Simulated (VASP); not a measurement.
# CsCl (Pm-3m) in VASP: a series of runs

CsCl is run at these levels: r2SCAN, HSE06; tasks: single point.

Program: VASP 6.6.1. These are calculated values, not measurements. Logs are shortened: lines on timing, memory, paths and dates and some standing lists are left out, and cuts for length are marked.

## 1. The cell of the first run

It takes space group Pm-3m (No. 221, cubic). The conventional cell has a = 4.137 Å, b = 4.137 Å, c = 4.137 Å, α = 90.00°, β = 90.00°, γ = 90.00°. Cs (site symmetry m-3m) has 8 Cl at 3.58 Å and 6 Cs at 4.14 Å within 4.7 Å. Within 4.7 Å of Cl (site symmetry m-3m) lie 8 Cs at 3.58 Å and 6 Cl at 4.14 Å.

## 2. Single point, r2SCAN

Input file POSCAR:

```
CsCl
1.0
    4.1368324570      0.0000000000      0.0000000000
    0.0000000000      4.1368324570      0.0000000000
    0.0000000000      0.0000000000      4.1368324570
Cs Cl
1 1
Direct
    0.0000000000      0.0000000000      0.0000000000
    0.5000000000      0.5000000000      0.5000000000
```

Input file INCAR.step1:

```
PREC = Accurate
ENCUT = 550
ISMEAR = 0
SIGMA = 0.01
LREAL = F
LASPH = T
NELM = 120
NBANDS = 15
GGA = PE
ALGO = Normal
EDIFF = 1E-5
LWAVE = T
LCHARG = F
GGA_COMPAT = F
```

Input file INCAR.step2:

```
PREC = Accurate
ENCUT = 550
EDIFF = 1E-6
ISMEAR = 0
SIGMA = 0.01
LREAL = F
LASPH = T
NELM = 120
ALGO = Normal
ISIF = 2
LWAVE = F
LCHARG = F
METAGGA = R2SCAN
LMIXTAU = T
NBANDS = 15
ISTART = 1
GGA_COMPAT = F
```

Input file KPOINTS:

```
Automatic mesh
0
Gamma
  6 6 6
```

Potentials or basis: VASP PAW PBE potentials, release 64 (Cs_sv, Cl).

The run is started by

```console
$ cat potpaw_PBE.64/Cs_sv/POTCAR potpaw_PBE.64/Cl/POTCAR > POTCAR
$ cp INCAR.step1 INCAR
$ mpirun -np 1 vasp_std > vasp.out
$ cp INCAR.step2 INCAR
$ mpirun -np 1 vasp_std > vasp.out
```

OUTCAR:

```text
PREC = Accurate
   ENCUT = 550
   EDIFF = 1E-6
   ISMEAR = 0
   LREAL = F
   LASPH = T
   NELM = 120
   ISIF = 2
   METAGGA = R2SCAN
   ISTART = 1

 ion  position               nearest neighbor table
   1  0.000  0.000  0.000-
   2  0.500  0.500  0.500-

  LATTYP: Found a simple cubic cell.
 ALAT       =     4.1368324570

  Lattice vectors:

 A1 = (   4.1368324570,   0.0000000000,   0.0000000000)
 A2 = (   0.0000000000,   4.1368324570,   0.0000000000)
 A3 = (   0.0000000000,   0.0000000000,   4.1368324570)

Analysis of symmetry for initial positions (statically):
=====================================================================
 Subroutine PRICEL returns:
 Original cell was already a primitive cell.

 Routine SETGRP: Setting up the symmetry group for a
 simple cubic supercell.

 Subroutine GETGRP returns: Found 48 space group operations
 (whereof 48 operations were pure point group operations)
 out of a pool of 48 trial point group operations.

The static configuration has the point symmetry O_h .

Analysis of symmetry for dynamics (positions and initial velocities):
=====================================================================
 Subroutine PRICEL returns:
 Original cell was already a primitive cell.

 Routine SETGRP: Setting up the symmetry group for a
 simple cubic supercell.

 Subroutine GETGRP returns: Found 48 space group operations
 (whereof 48 operations were pure point group operations)
 out of a pool of 48 trial point group operations.

The dynamic configuration has the point symmetry O_h .

 Subroutine INISYM returns: Found 48 space group operations
 (whereof 48 operations are pure point group operations),
 and found     1 'primitive' translations

----------------------------------------------------------------------------------------

                                     Primitive cell

  volume of cell :      70.7952

  direct lattice vectors                    reciprocal lattice vectors
     4.136832457  0.000000000  0.000000000     0.241730844  0.000000000  0.000000000
     0.000000000  4.136832457  0.000000000     0.000000000  0.241730844  0.000000000
     0.000000000  0.000000000  4.136832457     0.000000000  0.000000000  0.241730844

  length of vectors
     4.136832457  4.136832457  4.136832457     0.241730844  0.241730844  0.241730844

  position of ions in fractional coordinates (direct lattice)
     0.000000000  0.000000000  0.000000000
     0.500000000  0.500000000  0.500000000

  ion indices of the primitive-cell ions
   primitive index   ion index
                 1           1
                 2           2

----------------------------------------------------------------------------------------

 KPOINTS: Automatic mesh

Automatic generation of k-mesh.
 Grid dimensions read from file:
 generate k-points for:    6    6    6

 Generating k-lattice:

  Cartesian coordinates                     Fractional coordinates (reciprocal lattice)
     0.040288474  0.000000000  0.000000000     0.166666667  0.000000000  0.000000000
     0.000000000  0.040288474  0.000000000     0.000000000  0.166666667  0.000000000
     0.000000000  0.000000000  0.040288474     0.000000000  0.000000000  0.166666667

  Length of vectors
     0.040288474  0.040288474  0.040288474

  Shift w.r.t. Gamma in fractional coordinates (k-lattice)
     0.000000000  0.000000000  0.000000000

 Subroutine IBZKPT returns following result:
 ===========================================

 Found     20 irreducible k-points:

 Following reciprocal coordinates:
            Coordinates               Weight
  0.000000  0.000000  0.000000      1.000000
  0.166667  0.000000  0.000000      6.000000
  0.333333  0.000000  0.000000      6.000000
  0.500000  0.000000  0.000000      3.000000
  0.166667  0.166667  0.000000     12.000000
  0.333333  0.166667  0.000000     24.000000
[... 12 lines left out ...]
  0.500000  0.500000  0.333333      6.000000
  0.500000  0.500000  0.500000      1.000000
   k-points           NKPTS =     20   k-points in BZ     NKDIM =     20   number of bands    NBANDS=     15
   number of dos      NEDOS =    301   number of ions     NIONS =      2
   total plane-waves  NPLWV =  32768
   dimension x,y,z NGX =    32 NGY =   32 NGZ =   32
   dimension x,y,z NGXF=    64 NGYF=   64 NGZF=   64
   ions per type =               1   1
   NGX,Y,Z   is equivalent  to a cutoff of  12.86, 12.86, 12.86 a.u.
   NGXF,Y,Z  is equivalent  to a cutoff of  25.72, 25.72, 25.72 a.u.
 SYSTEM =  unknown system
   PREC   = accura    normal or accurate (medium, high low for compatibility)
   ISTART =      1    job   : 0-new  1-cont  2-samecut
   ICHARG =      0    charge: 1-file 2-atom 10-const
   ISPIN  =      1    spin polarized calculation?
   LNONCOLLINEAR =      F non collinear calculations
   LSORBIT =      F    spin-orbit coupling
   LASPH  =      T    aspherical Exc in radial PAW
   ENCUT  =  550.0 eV  40.42 Ry    6.36 a.u.   7.91  7.91  7.91*2*pi/ulx,y,z
   NELM   =    120;   NELMIN=  2; NELMDL=  0     # of ELM steps
   EDIFF  = 0.1E-05   stopping-criterion for ELM
   LREAL  =      F    real-space projection
   EDIFFG = 0.1E-04   stopping-criterion for IOM
   NSW    =      0    number of steps for IOM
   IBRION =     -1    ionic relax: 0-MD 1-quasi-New 2-CG
   NFREE  =      0    steps in history (QN), initial steepest desc. (CG)
   ISIF   =      2    stress and relaxation
   ISYM   =      2    0-nonsym 1-usesym 2-fastsym
   POTIM  = 0.5000    time-step for ionic-motion
   TEBEG  =    0.0;   TEEND  =   0.0 temperature during run
   PSTRESS=    0.0 pullay stress
   NELECT =      16.0000    total number of electrons
   NUPDOWN=      -1.0000    fix difference up-down
   EMIN   =  10.00;   EMAX   =-10.00  energy-range for DOS
   EFERMI =   0.00;   METHOD = LEGACY
   ISMEAR =     0;   SIGMA  =   0.01  broadening in eV -4-tet -1-fermi 0-gaus
   EFERMI_NEDOS =   21; number of points for ismear=-14 and -15
   IALGO  =     38    algorithm
   IMIX   =      4    mixing-type and parameters
     AMIX     =   0.40;   BMIX     =  1.00
     AMIX_MAG =   1.60;   BMIX_MAG =  1.00
  volume/ion in A,a.u.               =      35.40       238.87
  Fermi-wavevector in a.u.,A,eV,Ry     =   0.997195  1.884426 13.529613  0.994398
  Thomas-Fermi vector in A             =   2.129335
   LORBIT       =      0    0 simple, 1 ext, 2 COOP (PROOUT), +10 PAW based schemes
   METAGGA = R2SCAN    functional components
   LHFCALC =     F    Hartree Fock is set to
   AEXX    =    0.0000 exact exchange contribution
   IVDW    =     0    specifies the selected vdW correction
   LEPSILON=     F    determine dielectric tensor
   LRPA    =     F    only Hartree local field effects (RPA)
 non-spin polarized calculation
 Gauss-broadening in eV      SIGMA  =   0.01
  energy-cutoff  :      550.00
  volume of cell :       70.80
 maximum number of plane-waves:      2103
 NGX is ok and might be reduce to    32
   NGX = 15   NGY = 15   NGZ = 15

 number of electron      16.0000002 magnetization

 Free energy of the ion-electron system (eV)
  ---------------------------------------------------
  ext. energy  EPLUGINS =         0.00000000
  ---------------------------------------------------
  free energy    TOTEN  =       -35.52507124 eV

  energy without entropy =      -35.52507124  energy(sigma->0) =      -35.52507124

 E-fermi :  -0.6438     XC(G=0):  -8.6241

 val. band max:       -0.7410821238   @ k =   0.0000   0.0000   0.0000
 cond. band min:       5.1662346455   @ k =   0.0000   0.0000   0.0000
 fundamental gap:      5.9073167693
 Fermi energy:        -0.6438067529

 k-point     1 :       0.0000    0.0000    0.0000
  band No.  band energies     occupation
      1     -20.6415      2.00000
      2     -13.4558      2.00000
      3      -6.7573      2.00000
      4      -6.7573      2.00000
      5      -6.7573      2.00000
      6      -0.7411      2.00000
      7      -0.7411      2.00000
      8      -0.7411      2.00000
      9       5.1662      0.00000
     10       5.1662      0.00000
     11       5.2671      0.00000
     12       9.9695      0.00000
     13       9.9695      0.00000
     14       9.9695      0.00000
     15      13.1081      0.00000

 k-point     2 :       0.1667    0.0000    0.0000
  band No.  band energies     occupation
      1     -20.6208      2.00000
      2     -13.4656      2.00000
      3      -6.9017      2.00000
      4      -6.7235      2.00000
      5      -6.7235      2.00000
      6      -1.0704      2.00000
      7      -0.7958      2.00000
      8      -0.7958      2.00000
      9       5.3544      0.00000
     10       5.7585      0.00000
     11       5.9536      0.00000
     12       9.7515      0.00000
     13       9.7515      0.00000
     14      10.1277      0.00000
     15      11.6800      0.00000

 k-point     3 :       0.3333    0.0000    0.0000
  band No.  band energies     occupation
      1     -20.5788      2.00000
      2     -13.4878      2.00000
      3      -7.1612      2.00000
      4      -6.6540      2.00000
      5      -6.6540      2.00000
      6      -1.6273      2.00000
      7      -0.9098      2.00000
      8      -0.9098      2.00000
      9       5.8428      0.00000
     10       6.8905      0.00000
     11       7.6834      0.00000
     12       9.4884      0.00000
     13       9.4884      0.00000
     14       9.9441      0.00000
     15      10.5186      0.00000
[... 271 lines left out ...]
 k-point    19 :       0.5000    0.5000    0.3333
  band No.  band energies     occupation
      1     -20.4369      2.00000
      2     -13.3132      2.00000
      3      -7.3456      2.00000
      4      -7.3456      2.00000
      5      -7.1097      2.00000
      6      -1.6558      2.00000
      7      -1.6558      2.00000
      8      -1.5952      2.00000
      9       7.7297      0.00000
     10       8.1972      0.00000
     11       8.1972      0.00000
     12       8.6548      0.00000
     13      10.9440      0.00000
     14      10.9440      0.00000
     15      12.2378      0.00000

 k-point    20 :       0.5000    0.5000    0.5000
  band No.  band energies     occupation
      1     -20.4200      2.00000
      2     -13.2929      2.00000
      3      -7.2834      2.00000
      4      -7.2834      2.00000
      5      -7.2834      2.00000
      6      -1.8164      2.00000
      7      -1.8164      2.00000
      8      -1.8164      2.00000
      9       8.3958      0.00000
     10       8.3958      0.00000
     11       8.3958      0.00000
     12      10.5160      0.00000
     13      10.5160      0.00000
     14      10.5160      0.00000
     15      12.2946      0.00000

------------------------ aborting loop because EDIFF is reached ----------------------------------------

  FORCE on cell =-STRESS in cart. coord.  units (eV):
  Direction    XX          YY          ZZ          XY          YZ          ZX
  --------------------------------------------------------------------------------------
  -------------------------------------------------------------------------------------
  Total        0.0379958      0.0379958      0.0379958     -0.0000000      0.0000000      0.0000000
  in kB        0.8598880      0.8598880      0.8598880     -0.0000000      0.0000000      0.0000000
  external PRESSURE =       0.8598880 kB  Pullay stress =       0.0000000 kB

 VOLUME and BASIS-vectors are now :
 -----------------------------------------------------------------------------
  energy-cutoff  :      550.00
  volume of cell :       70.80
      direct lattice vectors                 reciprocal lattice vectors
     4.136832457  0.000000000  0.000000000     0.241730844  0.000000000  0.000000000
     0.000000000  4.136832457  0.000000000     0.000000000  0.241730844  0.000000000
     0.000000000  0.000000000  4.136832457     0.000000000  0.000000000  0.241730844

 POSITION                                       TOTAL-FORCE (eV/Angst)
 -----------------------------------------------------------------------------------
      0.00000      0.00000      0.00000         0.000000      0.000000      0.000000
      2.06842      2.06842      2.06842         0.000000      0.000000      0.000000
 -----------------------------------------------------------------------------------
    total drift:                                0.000000      0.000000     -0.000000

  FREE ENERGIE OF THE ION-ELECTRON SYSTEM (eV)
  ---------------------------------------------------
  free  energy   TOTEN  =       -35.5250712411 eV

  energy  without entropy=      -35.5250712411  energy(sigma->0) =      -35.52507124
```

Wall time 72 s (1 thread of AMD EPYC 7R43 (Zen 3), shared host); peak memory 0.15 GiB.

What came out:

```
Free energy            : -35.5251 eV
Pressure               : 0.1 GPa
Band gap on the k mesh : 5.91 eV, direct
```

Levels at points of the mesh, in eV from the valence-band top:
| k point | band 4 | band 5 | band 6 | band 7 | band 8 | band 9 | band 10 | band 11 | band 12 | band 13 |
| --- | --- | --- | --- | --- | --- | --- | --- | --- | --- | --- |
| (0.00, 0.00, 0.00) | -6.02 | -6.02 | 0.00 | 0.00 | 0.00 | 5.91 | 5.91 | 6.01 | 10.71 | 10.71 |
| (0.50, 0.00, 0.00) | -5.88 | -5.88 | -1.13 | -0.23 | -0.23 | 6.94 | 8.26 | 9.59 | 9.89 | 10.17 |
| (0.50, 0.50, 0.00) | -6.78 | -5.79 | -0.43 | -0.43 | -0.06 | 6.55 | 6.64 | 8.62 | 8.62 | 12.77 |
| (0.50, 0.50, 0.50) | -6.54 | -6.54 | -1.08 | -1.08 | -1.08 | 9.14 | 9.14 | 9.14 | 11.26 | 11.26 |

Caveat: the PAW data sets were made with another functional, which shifts forces and pressure a little; spin-orbit coupling is left out, which moves the levels of the heavy elements. r2SCAN opens gaps a little over a GGA but as a rule still falls short of measured ones.

## 3. Single point, HSE06

POSCAR is that of step 2.

Input file INCAR.step1:

```
PREC = Accurate
ENCUT = 400
EDIFF = 1E-5
ISMEAR = 0
SIGMA = 0.01
LREAL = False
LASPH = True
NELM = 120
ALGO = Normal
ISIF = 2
LWAVE = True
LCHARG = False
GGA = PE
NBANDS = 15
GGA_COMPAT = False
```

Input file INCAR.step2:

```
PREC = Accurate
ENCUT = 400
EDIFF = 1E-6
ISMEAR = 0
SIGMA = 0.01
LREAL = False
LASPH = True
NELM = 120
ALGO = Normal
ISIF = 2
LWAVE = False
LCHARG = False
GGA = PE
LHFCALC = True
HFSCREEN = 0.2079
PRECFOCK = Normal
ISTART = 1
NBANDS = 15
GGA_COMPAT = False
```

Input file KPOINTS:

```
Automatic mesh
0
Gamma
  4 4 4
```

Potentials or basis: VASP PAW PBE potentials, release 64 (Cs_sv, Cl).

The run is started by

```console
$ cat potpaw_PBE.64/Cs_sv/POTCAR potpaw_PBE.64/Cl/POTCAR > POTCAR
$ cp INCAR.step1 INCAR
$ mpirun -np 1 vasp_std > vasp.out
$ cp INCAR.step2 INCAR
$ mpirun -np 1 vasp_std > vasp.out
```

OUTCAR:

```text
PREC = Accurate
   ENCUT = 400
   EDIFF = 1E-6
   ISMEAR = 0
   LREAL = False
   LASPH = True
   NELM = 120
   ISIF = 2
   GGA = PE
   LHFCALC = True
   HFSCREEN = 0.2079
   PRECFOCK = Normal
   ISTART = 1

 ion  position               nearest neighbor table
   1  0.000  0.000  0.000-
   2  0.500  0.500  0.500-

  LATTYP: Found a simple cubic cell.
 ALAT       =     4.1368324570

  Lattice vectors:

[... 356 lines left out ...]
     14      10.5691      0.00000
     15      12.8024      0.00000

------------------------ aborting loop because EDIFF is reached ----------------------------------------

  FORCE on cell =-STRESS in cart. coord.  units (eV):
  Direction    XX          YY          ZZ          XY          YZ          ZX
  --------------------------------------------------------------------------------------
  -------------------------------------------------------------------------------------
  Total        0.1993677      0.1993677      0.1993677      0.0000000      0.0000000      0.0000000
  in kB        4.5119216      4.5119216      4.5119216      0.0000000      0.0000000      0.0000000
  external PRESSURE =       4.5119216 kB  Pullay stress =       0.0000000 kB

 VOLUME and BASIS-vectors are now :
 -----------------------------------------------------------------------------
  energy-cutoff  :      400.00
  volume of cell :       70.80
      direct lattice vectors                 reciprocal lattice vectors
     4.136832457  0.000000000  0.000000000     0.241730844  0.000000000  0.000000000
     0.000000000  4.136832457  0.000000000     0.000000000  0.241730844  0.000000000
     0.000000000  0.000000000  4.136832457     0.000000000  0.000000000  0.241730844

 POSITION                                       TOTAL-FORCE (eV/Angst)
 -----------------------------------------------------------------------------------
      0.00000      0.00000      0.00000         0.000000      0.000000      0.000000
      2.06842      2.06842      2.06842         0.000000      0.000000      0.000000
 -----------------------------------------------------------------------------------
    total drift:                               -0.000000     -0.000000     -0.000000

  FREE ENERGIE OF THE ION-ELECTRON SYSTEM (eV)
  ---------------------------------------------------
  free  energy   TOTEN  =        -7.6255265087 eV

  energy  without entropy=       -7.6255265087  energy(sigma->0) =       -7.62552651
```

OUTCAR.step1:

```text
PREC = Accurate
   ENCUT = 400
   EDIFF = 1E-5
   ISMEAR = 0
   LREAL = False
[... 386 lines left out ...]
      0.00000      0.00000      0.00000         0.000000      0.000000      0.000000
      2.06842      2.06842      2.06842         0.000000      0.000000      0.000000
 -----------------------------------------------------------------------------------
    total drift:                                0.000000      0.000000      0.000000

  FREE ENERGIE OF THE ION-ELECTRON SYSTEM (eV)
  ---------------------------------------------------
  free  energy   TOTEN  =        -6.5307036552 eV

  energy  without entropy=       -6.5307036552  energy(sigma->0) =       -6.53070366
```

Run time: 6.6 min. Hardware: 1 thread of AMD EPYC 7R43 (Zen 3), shared host; peak memory 0.22 GiB.

What came out:

```yaml
Free_energy: -7.6255 eV
Pressure: 0.5 GPa
Band_gap_on_the_k_mesh: 6.53 eV, direct
```

Caveat: the PAW data sets were made with another functional, which shifts forces and pressure a little; spin-orbit coupling is left out, which moves the levels of the heavy elements.
